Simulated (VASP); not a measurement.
Wanted: the native input for a VASP 6.6.1 run.

```yaml
Task: single point
Functional: PBEsol
Potentials_or_basis: VASP PAW PBE potentials, release 64 (Se)
Cutoff: 520 eV
k_mesh: 22 × 22 × 22
Occupations: gaussian, width 0.1 eV
Spin: no spin polarisation
Dipole_correction: no
Further_INCAR_settings: ALGO = Normal; EDIFF = 1e-07; NBANDS = 9
```

The structure of Se lies in POSCAR:

```
Se
1.0
   -1.3020403937      1.3020403937      3.6681792682
    1.3020403937     -1.3020403937      3.6681792682
    1.3020403937      1.3020403937     -3.6681792682
Se
1
Direct
    0.0000000000      0.0000000000      0.0000000000
```

These files were run (other wordings do the same):

INCAR

```
SYSTEM = Se
PREC     = Accurate       ! precision mode
ENCUT    = 520            ! plane-wave cutoff, eV
EDIFF    = 1E-7           ! SCF threshold, eV
ISMEAR   = 0              ! smearing method
SIGMA    = 0.1            ! smearing width, eV
LREAL    = .False.        ! projectors in reciprocal space
LASPH    = .True.         ! aspherical terms in the spheres
NELM     = 100            ! most SCF steps
ALGO     = Normal         ! electronic algorithm
ISIF     = 2              ! what is computed and relaxed
LWAVE    = .False.        ! write WAVECAR
LCHARG   = .False.        ! write CHGCAR
GGA      = PS             ! functional
NBANDS   = 9              ! bands
```

KPOINTS

```
regular mesh
0
Gamma
  22 22 22
  0 0 0
```

Potentials or basis: VASP PAW PBE potentials, release 64 (Se).

The run is started by

```console
$ cat potpaw_PBE.64/Se/POTCAR > POTCAR
$ mpirun -np 1 vasp_std > vasp.out
```

Results of the run:

| Quantity | Value |
| --- | --- |
| Pressure | 0.1 GPa |
| Band gap on the k mesh | zero (bands 3 and 4 overlap by 5.73 eV) |

Caveat: the PAW data sets were made with another functional, which shifts forces and pressure a little.

Run time: 78 s on 1 thread of Intel(R) Xeon(R) 6975P-C (Granite Rapids), on a shared host, peak memory 0.32 GiB.
